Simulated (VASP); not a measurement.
Write the native input for VASP 6.6.1 that does the following.

| Item | Value |
| --- | --- |
| Task | single point |
| Functional | PBE |
| Dispersion | D3(BJ) |
| Potentials or basis | VASP PAW PBE potentials, release 64 (Te, Mo_sv) |
| Cutoff | 400 eV |
| k mesh | 9 × 9 × 1 |
| Occupations | gaussian, width 0.05 eV |
| Spin | no spin polarisation |
| Dipole correction | yes |
| Further INCAR settings | ALGO = Normal; EDIFF = 1e-06; NBANDS = 20; NELMDL = -8 |

The structure of Te2Mo lies in POSCAR:

```
Te2Mo
1.0
    3.5038818256      0.0000000000      0.0000000000
   -1.7519409128      3.0344506729      0.0000000000
    0.0000000000      0.0000000000     24.7677191314
Te Mo
2 1
Direct
    0.3333333333      0.6666666667      0.1816881069
    0.3333333333      0.6666666667      0.3284056769
    0.6666666667      0.3333333333      0.2550468919
```

These files were run (other wordings do the same):

INCAR

```
PREC     = Accurate       # precision mode
ENCUT    = 400            # plane-wave cutoff, eV
EDIFF    = 1E-6           # SCF threshold, eV
ISMEAR   = 0              # smearing method
SIGMA    = 0.05           # smearing width, eV
LREAL    = False          # projectors in reciprocal space
LASPH    = True           # aspherical terms in the spheres
NELM     = 120            # most SCF steps
ALGO     = Normal         # electronic algorithm
ISIF     = 2              # what is computed and relaxed
LWAVE    = False          # write WAVECAR
LCHARG   = False          # write CHGCAR
LDIPOL   = True         
IDIPOL   = 3            
DIPOL    = 0.5 0.5 0.255
GGA      = PE             # functional
IVDW     = 12             # dispersion correction
NBANDS   = 20             # bands
GGA_COMPAT= False        
NELMDL   = -8
```

KPOINTS

```
Automatic mesh
0
Gamma
  9 9 1
```

Potentials or basis: VASP PAW PBE potentials, release 64 (Te, Mo_sv).

The run is started by

```sh
$ cat potpaw_PBE.64/Te/POTCAR potpaw_PBE.64/Mo_sv/POTCAR > POTCAR
$ mpirun -np 1 vasp_std > vasp.out
```

Results of the run:

```
Largest force              : 0.015 eV/Å
Band gap on the k mesh     : 1.19 eV
Dispersion energy per atom : -0.401 eV
```

Caveat: spin-orbit coupling is left out, which moves the levels of the heavy elements.

Wall time 100 s on 1 thread of Intel Xeon 8259CL, with other jobs on the host, peak memory 0.31 GiB.
